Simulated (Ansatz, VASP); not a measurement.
# RbCl in VASP and in Ansatz

File POSCAR:

```
RbCl
1.0
    0.0000000000      3.2382436966      3.2382436966
    3.2382436966      0.0000000000      3.2382436966
    3.2382436966      3.2382436966      0.0000000000
Rb Cl
1 1
Direct
    0.0000000000      0.0000000000      0.0000000000
    0.5000000000      0.5000000000      0.5000000000
```

INCAR.step1

```
SYSTEM = RbCl
PREC     = Accurate       ! precision mode
ENCUT    = 550            ! plane-wave cutoff, eV
ISMEAR   = 0              ! smearing method
SIGMA    = 0.01           ! smearing width, eV
LREAL    = .FALSE.        ! projectors in reciprocal space
LASPH    = .TRUE.         ! aspherical terms in the spheres
NELM     = 120            ! most SCF steps
NBANDS   = 15             ! bands
GGA      = PE             ! functional
ALGO     = Normal         ! electronic algorithm
EDIFF    = 1E-5           ! SCF threshold, eV
LWAVE    = .TRUE.         ! write WAVECAR
LCHARG   = .FALSE.        ! write CHGCAR
GGA_COMPAT= .FALSE.
```

File INCAR.step2:

```
SYSTEM = RbCl
PREC     = Accurate       ! precision mode
ENCUT    = 550            ! plane-wave cutoff, eV
EDIFF    = 1E-6           ! SCF threshold, eV
ISMEAR   = 0              ! smearing method
SIGMA    = 0.01           ! smearing width, eV
LREAL    = .FALSE.        ! projectors in reciprocal space
LASPH    = .TRUE.         ! aspherical terms in the spheres
NELM     = 120            ! most SCF steps
ALGO     = Normal         ! electronic algorithm
ISIF     = 2              ! what is computed and relaxed
LWAVE    = .FALSE.        ! write WAVECAR
LCHARG   = .FALSE.        ! write CHGCAR
METAGGA  = R2SCAN         ! meta-GGA
LMIXTAU  = .TRUE.       
NBANDS   = 15             ! bands
ISTART   = 1            
GGA_COMPAT= .FALSE.
```

The input KPOINTS:

```
Automatic mesh
0
G
  6 6 6
  0 0 0
```

Input for Ansatz:

```yaml
crystal:
  lattice:
    - [0.0, 3.2382436966, 3.2382436966]
    - [3.2382436966, 0.0, 3.2382436966]
    - [3.2382436966, 3.2382436966, 0.0]
  atoms:
    - { symbol: Rb, position: [0.0, 0.0, 0.0] }
    - { symbol: Cl, position: [0.5, 0.5, 0.5] }
kpoints:
  mp_grid: { grid: [6, 6, 6] }
hamiltonian:
  xc: r2scan
scf:
  occupations: { method: fixed }
  n_extra_bands: 4
output:
  forces: true
  stress: true
  eigenvalues: true
```

Alike in both runs: task single point; functional r2SCAN; k mesh 6 × 6 × 6; no spin polarisation.

|  | VASP | Ansatz |
| --- | --- | --- |
| version | VASP 6.6.1 | Ansatz 0.2.0 |
| potentials or method | VASP PAW PBE potentials, release 64 (Rb_sv, Cl) | plane waves, PAW |
| plane-wave cutoff (eV) | 550 | 500 |
| occupations | gaussian, width 0.01 eV | fixed |
| valence electrons in the cell | 16 | 16 |

VASP gave:

| Property | Result |
| --- | --- |
| gap on the k mesh at the Fermi level (eV) | 5.76 |
| pressure (GPa) | 1.3 |

Question: Which values does Ansatz return?

Answer: gap on the k mesh at the Fermi level (eV): 5.76; pressure (GPa): 1.2.

VASP's potentials were made for PBE, not for r2SCAN.
